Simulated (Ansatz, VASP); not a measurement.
# B2P: VASP beside Ansatz

INCAR

```
  PREC = Accurate
  ENCUT = 600
  EDIFF = 1E-7
  ISMEAR = 0
  SIGMA = 0.1
  LREAL = F
  LASPH = T
  NELM = 100
  ALGO = Normal
  ISIF = 3
  LWAVE = F
  LCHARG = F
  GGA = PE
  IBRION = 2
  NSW = 90
  EDIFFG = -0.04
```

KPOINTS

```
regular mesh
0
Gamma
  6 6 4
```

File POSCAR:

```
B2P
1.0
    3.0797789100      0.0000000000      0.0000000000
    0.2280548500      3.6923437900      0.0000000000
    0.8827005200      1.4928782900      4.2670227800
B P
4 2
Direct
    0.2805090000      0.2817679900      0.8184990300
    0.7935289700      0.5222669800      0.6717619900
    0.2064710300      0.4777330200      0.3282380100
    0.7194910000      0.7182320100      0.1815009700
    0.8716260200      0.9803190200      0.7543720000
    0.1283739800      0.0196809800      0.2456280000
```

Input for Ansatz:

```yaml
crystal:
  lattice:
    - [3.07977891, 0.0, 0.0]
    - [0.22805485, 3.69234379, 0.0]
    - [0.88270052, 1.49287829, 4.26702278]
  atoms:
    - { symbol: B, position: [0.280509, 0.28176799, 0.81849903] }
    - { symbol: B, position: [0.79352897, 0.52226698, 0.67176199] }
    - { symbol: B, position: [0.20647103, 0.47773302, 0.32823801] }
    - { symbol: B, position: [0.719491, 0.71823201, 0.18150097] }
    - { symbol: P, position: [0.87162602, 0.98031902, 0.754372] }
    - { symbol: P, position: [0.12837398, 0.01968098, 0.245628] }
basis:
  ecutwfc: 420
kpoints:
  mp_grid: { grid: [6, 6, 4] }
hamiltonian:
  xc: pbe
scf:
  occupations: { method: gaussian, width: 0.1 }
  lower_state_search: "off"
output:
  forces: true
  stress: true
  eigenvalues: true
relax:
  adjacent_minimum: "off"
  f_tol: 0.04
  max_steps: 70
  cell: { stress_tol: 0.4 }
```

Alike in both runs: task relaxation of cell and atoms; functional PBE; k mesh 6 × 6 × 4; occupations gaussian, width 0.1 eV; no spin polarisation.

|  | VASP | Ansatz |
| --- | --- | --- |
| version | VASP 6.6.1 | Ansatz 0.2.0 |
| potentials or method | VASP PAW PBE potentials, release 64 (B, P), cutoff 600 eV | scalar-relativistic, plane waves, PAW |
| valence electrons in the cell | 22 | 22 |

```csv
,VASP,Ansatz,Ansatz less VASP
"gap on the k mesh at the Fermi level, each at its own relaxed structure (eV)",none,none,-
relaxed volume (Å³/atom),10.04,10.06,+0.022
relaxed length of the cell vector where the two differ most in proportion (Å),5.806,5.811,+0.0051
```

A gap of «none» marks a metal or a gap that the smearing closes.

The k mesh is coarse, so the values compare programs but aren't converged. Noted on VASP's run: the volume moved by over 15 % at a fixed basis, so the end points are rough.
